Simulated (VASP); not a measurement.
# MoS2 (P-6m2) in VASP: a series of runs, part 2 of 2

VASP 6.6.1. Earlier steps stand in the parts before.

**4. Single point, PBE+D3(BJ) (16.74 Å³/atom)**

The input, INCAR:

```
SYSTEM = MoS2
PREC     = Accurate       ! precision mode
ENCUT    = 500            ! plane-wave cutoff, eV
EDIFF    = 1E-6           ! SCF threshold, eV
ISMEAR   = 0              ! smearing method
SIGMA    = 0.05           ! smearing width, eV
LREAL    = .False.        ! projectors in reciprocal space
LASPH    = .True.         ! aspherical terms in the spheres
NELM     = 120            ! most SCF steps
ALGO     = Normal         ! electronic algorithm
ISIF     = 2              ! what is computed and relaxed
LWAVE    = .False.        ! write WAVECAR
LCHARG   = .False.        ! write CHGCAR
GGA      = PE             ! functional
IVDW     = 12             ! dispersion correction
NBANDS   = 20             ! bands
GGA_COMPAT= .False.
```

The input, KPOINTS:

```
Automatic mesh
0
Gamma
  12 12 6
  0 0 0
```

The input, POSCAR:

```
MoS2
1.0
    3.0180341041      0.0000000000      0.0000000000
   -1.5090170521      2.6136942036      0.0000000000
    0.0000000000      0.0000000000      6.3675976558
Mo S
1 2
Direct
    0.0000000000      0.0000000000      0.0000000000
    0.3333333333      0.6666666667      0.2357940733
    0.3333333333      0.6666666667      0.7642059267
```

Potentials or basis: VASP PAW PBE potentials, release 64 (Mo_sv, S).

Command:

```console
cat potpaw_PBE.64/Mo_sv/POTCAR potpaw_PBE.64/S/POTCAR > POTCAR
mpirun -np 1 vasp_std > vasp.out
```

OUTCAR:

```text
SYSTEM = MoS2
   PREC = Accurate
   ENCUT = 500
   EDIFF = 1E-6
   ISMEAR = 0
   LREAL = .False.
   LASPH = .True.
   NELM = 120
   ISIF = 2
   GGA = PE
   IVDW = 12
 IVDW          = 12

 ion  position               nearest neighbor table
   1  0.000  0.000  0.000-   2 2.30   3 2.30   2 2.30   3 2.30   2 2.30   3 2.30
   2  0.333  0.667  0.236-   1 2.30   1 2.30   1 2.30
   3  0.333  0.667  0.764-   1 2.30   1 2.30   1 2.30

  LATTYP: Found a hexagonal cell.
 ALAT       =     3.0180341041
 C/A-ratio  =     2.1098494703

  Lattice vectors:

 A1 = (   3.0180341041,   0.0000000000,   0.0000000000)
 A2 = (  -1.5090170521,   2.6136942036,   0.0000000000)
 A3 = (   0.0000000000,   0.0000000000,   6.3675976558)

Analysis of symmetry for initial positions (statically):
=====================================================================
 Subroutine PRICEL returns:
 Original cell was already a primitive cell.

 Routine SETGRP: Setting up the symmetry group for a
 hexagonal supercell.

 Subroutine GETGRP returns: Found 12 space group operations
 (whereof 12 operations were pure point group operations)
 out of a pool of 24 trial point group operations.

The static configuration has the point symmetry D_3h.

Analysis of symmetry for dynamics (positions and initial velocities):
=====================================================================
 Subroutine PRICEL returns:
 Original cell was already a primitive cell.

 Routine SETGRP: Setting up the symmetry group for a
 hexagonal supercell.

 Subroutine GETGRP returns: Found 12 space group operations
 (whereof 12 operations were pure point group operations)
 out of a pool of 24 trial point group operations.

The dynamic configuration has the point symmetry D_3h.

 Subroutine INISYM returns: Found 12 space group operations
 (whereof 12 operations are pure point group operations),
 and found     1 'primitive' translations
[... 113 lines left out ...]
   EFERMI_NEDOS =   21; number of points for ismear=-14 and -15
   IALGO  =     38    algorithm
   IMIX   =      4    mixing-type and parameters
     AMIX     =   0.40;   BMIX     =  1.00
     AMIX_MAG =   1.60;   BMIX_MAG =  1.00
  volume/ion in A,a.u.               =      16.74       112.99
  Fermi-wavevector in a.u.,A,eV,Ry     =   1.314461  2.483971 23.508258  1.727808
  Thomas-Fermi vector in A             =   2.444712
   LORBIT       =      0    0 simple, 1 ext, 2 COOP (PROOUT), +10 PAW based schemes
   GGA     = PE    functional components
   LHFCALC =     F    Hartree Fock is set to
   AEXX    =    0.0000 exact exchange contribution
   IVDW    =    12    specifies the selected vdW correction
   LEPSILON=     F    determine dielectric tensor
   LRPA    =     F    only Hartree local field effects (RPA)
 non-spin polarized calculation
 Gauss-broadening in eV      SIGMA  =   0.05
  energy-cutoff  :      500.00
  volume of cell :       50.23
 maximum number of plane-waves:      1320
 NGX is ok and might be reduce to    24
   NGX = 11   NGY = 11   NGZ = 23

 number of electron      26.0000001 magnetization

 Free energy of the ion-electron system (eV)
  ---------------------------------------------------
  ext. energy  EPLUGINS =         0.00000000
  ---------------------------------------------------
  free energy    TOTEN  =       -21.18203352 eV

  energy without entropy =      -21.18203352  energy(sigma->0) =      -21.18203352

 E-fermi :   8.4777     XC(G=0): -10.9280

 val. band max:        8.1676107437   @ k =   0.0000   0.0000   0.5000
 cond. band min:       9.3596652564   @ k =   0.1667   0.1667   0.0000
 fundamental gap:      1.1920545128
 Fermi energy:         8.4776622718

 k-point     1 :       0.0000    0.0000    0.0000
  band No.  band energies     occupation
      1     -53.0290      2.00000
      2     -27.3518      2.00000
      3     -26.9130      2.00000
      4     -26.9130      2.00000
      5      -7.3951      2.00000
      6      -5.5354      2.00000
[... 541 lines left out ...]
     19      15.9774      0.00000
     20      16.7579      0.00000

 [... further k-points ...]

------------------------ aborting loop because EDIFF is reached ----------------------------------------

 Edisp (eV)   -1.35809

 E8    (eV) :    -0.5479

  FORCE on cell =-STRESS in cart. coord.  units (eV):
  Direction    XX          YY          ZZ          XY          YZ          ZX
  --------------------------------------------------------------------------------------
  -------------------------------------------------------------------------------------
  Total       7.13923     7.13923     7.91488    -0.00000     0.00000     0.00000
  in kB     227.72339   227.72339   252.46444    -0.00000     0.00000     0.00000
  external pressure =      235.97 kB  Pullay stress =        0.00 kB

 VOLUME and BASIS-vectors are now :
 -----------------------------------------------------------------------------
  energy-cutoff  :      500.00
  volume of cell :       50.23
      direct lattice vectors                 reciprocal lattice vectors
     3.018034104  0.000000000  0.000000000     0.331341518  0.191300114  0.000000000
    -1.509017052  2.613694204  0.000000000     0.000000000  0.382600229  0.000000000
     0.000000000  0.000000000  6.367597656     0.000000000  0.000000000  0.157045098

 POSITION                                       TOTAL-FORCE (eV/Angst)
 -----------------------------------------------------------------------------------
      0.00000      0.00000      0.00000        -0.000000     -0.000000      0.000000
     -0.00000      1.74246      1.50144         0.000000     -0.000000      2.462253
     -0.00000      1.74246      4.86616         0.000000      0.000000     -2.462253
 -----------------------------------------------------------------------------------
    total drift:                                0.000000     -0.000000     -0.000000

  FREE ENERGIE OF THE ION-ELECTRON SYSTEM (eV)
  ---------------------------------------------------
  free  energy   TOTEN  =       -22.5401195095 eV

  energy  without entropy=      -22.5401195095  energy(sigma->0) =      -22.54011951
```

stdout:

```text
POSCAR found type information on POSCAR MoS
 POSCAR found :  2 types and       3 ions
 scaLAPACK will be used
 LDA part: xc-table for (Slater+PW92), standard interpolation
 POSCAR, INCAR and KPOINTS ok, starting setup
 FFT: planning ... GRIDC
 FFT: planning ... GRID_SOFT
 FFT: planning ... GRID
 WAVECAR not read
 entering main loop
```

Wall time 69 s (1 thread of Intel Xeon 8259CL, shared host); peak memory 0.23 GiB.

Results:

```
Free energy                : -22.5401 eV
Pressure                   : 23.6 GPa
Largest force              : 2.462 eV/Å
Band gap on the k mesh     : 1.19 eV (least direct gap 2.09 eV)
Dispersion energy per atom : -0.453 eV
```

Forces in eV/Å, atoms in the order of the input:
```
Mo   0.000  0.000  0.000
S    0.000  0.000  2.462
S    0.000  0.000 -2.462
```

Caveat: the cell stands under pressure; forces of over 1 eV/Å act on the atoms, so gaps and moduli don't describe the material at rest. A k mesh can miss the band edges.

**5. Summary**

| cell | gap on the mesh (eV) | pressure (GPa) | largest force (eV/Å) |
| --- | --- | --- | --- |
| a = 3.045, b = 3.045, c = 6.255 Å, angles 90.0, 90.0, 120.0°, 3 atoms | 1.03 | 24.0 | 2.83 |
| a = 3.100, b = 3.100, c = 6.036 Å, angles 90.0, 90.0, 120.0°, 3 atoms | 0.14 | 24.9 | 3.53 |
| a = 3.018, b = 3.018, c = 6.368 Å, angles 90.0, 90.0, 120.0°, 3 atoms | 1.19 | 23.6 | 2.46 |

Alike in all rows: task single point; level PBE+D3(BJ); potentials or basis VASP PAW PBE potentials, release 64 (Mo_sv, S); no spin polarisation; k mesh 12 × 12 × 6; cutoff (eV) 500; smearing gaussian 0.05 eV.

Caveats: the cell stands under pressure; forces of over 1 eV/Å act on the atoms, so gaps and moduli don't describe the material at rest.

Absolute energies hang on the potentials; compare differences alone.
